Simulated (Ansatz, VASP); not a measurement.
Si: VASP beside Ansatz

```
Si
1.0
     2.73045    0.00000    0.00000
    -1.36523    2.36464    0.00000
     0.00000    0.00000    9.05717
Si
4
Direct
  0.00000 0.00000 0.00000
  0.00000 0.00000 0.50000
  0.33333 0.66667 0.25000
  0.66667 0.33333 0.75000
```

Alike in both runs: functional RPBE; k mesh 13 × 13 × 4; occupations fermi-dirac, width 0.1 eV; no spin polarisation.

Ansatz relaxed the structure, and its values are those at the end. VASP's run is a single point on that final structure, the one shown.

```csv
,VASP,Ansatz
version,VASP 6.6.1,Ansatz 0.2.0
potentials or method,"VASP PAW PBE potentials, release 64 (Si), cutoff 520 eV","plane waves (420 eV) with PAW, scalar-relativistic"
valence electrons in the cell,16,16
```

```csv
,VASP,Ansatz,Ansatz less VASP
pressure (GPa),-0.4,0.0,+0.44
```

VASP's potentials were made for PBE, not for RPBE.
